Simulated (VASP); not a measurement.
Here is a VASP 6.6.1 calculation.

INCAR

```
SYSTEM = SnTe
ALGO = Normal
EDIFF = 1E-6
ENCUT = 520
GGA = PE
ISIF = 2
ISMEAR = -1
LASPH = .True.
LCHARG = .False.
LREAL = .False.
LWAVE = .False.
NBANDS = 17
NELM = 80
PREC = Accurate
SIGMA = 0.05
```

Contents of KPOINTS:

```
k-points
0
Gamma
  13 13 13
  0 0 0
```

Contents of POSCAR:

```
SnTe
1.0
    3.3511068972      0.0000000000      0.0000000000
    0.0000000000      3.3511068972      0.0000000000
    0.0000000000      0.0000000000      3.3511068972
Sn Te
1 1
Direct
    0.0000000000      0.0000000000      0.0000000000
    0.5000000000      0.5000000000      0.5000000000
```

Potentials or basis: VASP PAW PBE potentials, release 64 (Sn_d, Te).

Run with:

```console
$ cat potpaw_PBE.64/Sn_d/POTCAR potpaw_PBE.64/Te/POTCAR > POTCAR
$ mpirun -np 1 vasp_std > vasp.out
```

**Question.** What does it give for the pressure?

**Answer.** 53.9 GPa.

**Question.** Predict the band gap on the k mesh.

**Answer.** Zero (band 10 reaches 16.05 eV, above the bottom of band 11 at 11.01 eV).

Caveat: spin-orbit coupling is left out, which moves the levels of the heavy elements.
